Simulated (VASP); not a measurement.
Wanted: the native input for a VASP 6.6.1 run.

```
Task                   : single point
Functional             : PBEsol
Potentials or basis    : VASP PAW PBE potentials, release 64 (Tl_d)
Cutoff                 : 520 eV
k mesh                 : 7 × 7 × 4
Occupations            : fermi-dirac, width 0.05 eV
Spin                   : no spin polarisation
Dipole correction      : no
Further INCAR settings : ALGO = Normal; EDIFF = 1e-07; NBANDS = 20
```

The structure of Tl lies in POSCAR:

```
Tl
1.0
    3.4586240786      0.0000000000      0.0000000000
   -1.7293120393      2.9952563142      0.0000000000
    0.0000000000      0.0000000000      5.5291985389
Tl
2
Direct
    0.3333333333      0.6666666667      0.2500000000
    0.6666666667      0.3333333333      0.7500000000
```

These files were run (other wordings do the same):

INCAR

```
SYSTEM = Tl
PREC     = Accurate       ! precision mode
ENCUT    = 520            ! plane-wave cutoff, eV
EDIFF    = 1E-7           ! SCF threshold, eV
ISMEAR   = -1             ! smearing method
SIGMA    = 0.05           ! smearing width, eV
LREAL    = .FALSE.        ! projectors in reciprocal space
LASPH    = .TRUE.         ! aspherical terms in the spheres
NELM     = 100            ! most SCF steps
ALGO     = Normal         ! electronic algorithm
ISIF     = 2              ! what is computed and relaxed
LWAVE    = .FALSE.        ! write WAVECAR
LCHARG   = .TRUE.         ! write CHGCAR
GGA      = PS             ! functional
LELF     = .TRUE.         ! ELF
LVHAR    = .TRUE.       
NBANDS   = 20             ! bands
```

KPOINTS

```
Automatic mesh
0
G
  7 7 4
  0 0 0
```

Potentials or basis: VASP PAW PBE potentials, release 64 (Tl_d).

Run with:

```console
$ cat potpaw_PBE.64/Tl_d/POTCAR > POTCAR
$ mpirun -np 1 vasp_std > vasp.out
```

Results of the run:

```json
{"Pressure": "-0.1 GPa", "Band gap on the k mesh": "zero (band 13 reaches 9.83 eV, above the bottom of band 14 at 4.42 eV)"}
```

Caveat: the PAW data sets were made with another functional, which shifts forces and pressure a little; spin-orbit coupling is left out, which moves the levels of the heavy elements.

It took 27 s on 1 thread of Intel(R) Xeon(R) Platinum 8488C (Sapphire Rapids), on a shared host, peak memory 0.18 GiB.
